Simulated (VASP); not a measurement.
Input of a VASP 6.6.1 run:

POSCAR

```
Sr2ReIrO6
1.0
    0.0000000000      5.6263320000      0.0000000000
    5.6263320000      0.0000000000      0.0000000000
    2.8131660000      2.8131660000     -4.0168730000
Re Ir O Sr
1 1 6 2
Direct
    0.5000000000      0.5000000000      0.0000000000
    0.0000000000      0.0000000000      0.0000000000
    0.2008319361      0.3126194335      0.0000000000
    0.3126194335      0.7991680639      0.0000000000
    0.7991680639      0.6873805665      0.0000000000
    0.6873805665      0.2008319361      0.0000000000
    0.2577968598      0.2577968598      0.4844062803
    0.7422031402      0.7422031402      0.5155937197
    0.7500000000      0.2500000000      0.5000000000
    0.2500000000      0.7500000000      0.5000000000
```

INCAR.step1

```
SYSTEM = Sr2ReIrO6
PREC = Accurate
ENCUT = 520
ISMEAR = -1
SIGMA = 0.1145
LREAL = .False.
LASPH = .True.
NELM = 80
NBANDS = 47
GGA = PE
ALGO = Normal
EDIFF = 1E-4
LWAVE = .True.
LCHARG = .False.
```

File INCAR.step2:

```
SYSTEM = Sr2ReIrO6
PREC = Accurate
ENCUT = 520
EDIFF = 1E-7
ISMEAR = -1
SIGMA = 0.1145
LREAL = .False.
LASPH = .True.
NELM = 80
ALGO = Normal
ISIF = 2
LWAVE = .False.
LCHARG = .False.
METAGGA = R2SCAN
LMIXTAU = .True.
NBANDS = 47
ISTART = 1
```

KPOINTS

```
Automatic mesh
0
Gamma
  5 5 5
  0 0 0
```

Potentials or basis: VASP PAW PBE potentials, release 64 (Re, Ir, O, Sr_sv).

Command:

```sh
$ cat potpaw_PBE.64/Re/POTCAR potpaw_PBE.64/Ir/POTCAR potpaw_PBE.64/O/POTCAR potpaw_PBE.64/Sr_sv/POTCAR > POTCAR
$ cp INCAR.step1 INCAR
$ mpirun -np 1 vasp_std > vasp.out
$ cp INCAR.step2 INCAR
$ mpirun -np 1 vasp_std > vasp.out
```

**Question.** What does it give for the pressure?

**Answer.** -2.6 GPa.

**Question.** Predict the largest force.

**Answer.** 0.229 eV/Å.

**Question.** What does it give for the band gap on the k mesh?

**Answer.** Zero (bands 36 and 37 overlap by 0.09 eV).

Forces in eV/Å, atoms in the order of the input:
```
Re   0.000  0.000  0.000
Ir   0.000  0.000  0.000
O   -0.069 -0.159  0.000
O    0.159 -0.069  0.000
O    0.069  0.159  0.000
O   -0.159  0.069  0.000
O    0.000  0.000 -0.229
O    0.000  0.000  0.229
Sr   0.000  0.000  0.000
Sr   0.000  0.000  0.000
```

Caveat: the PAW data sets were made with another functional, which shifts forces and pressure a little; spin-orbit coupling is left out, which moves the levels of the heavy elements.
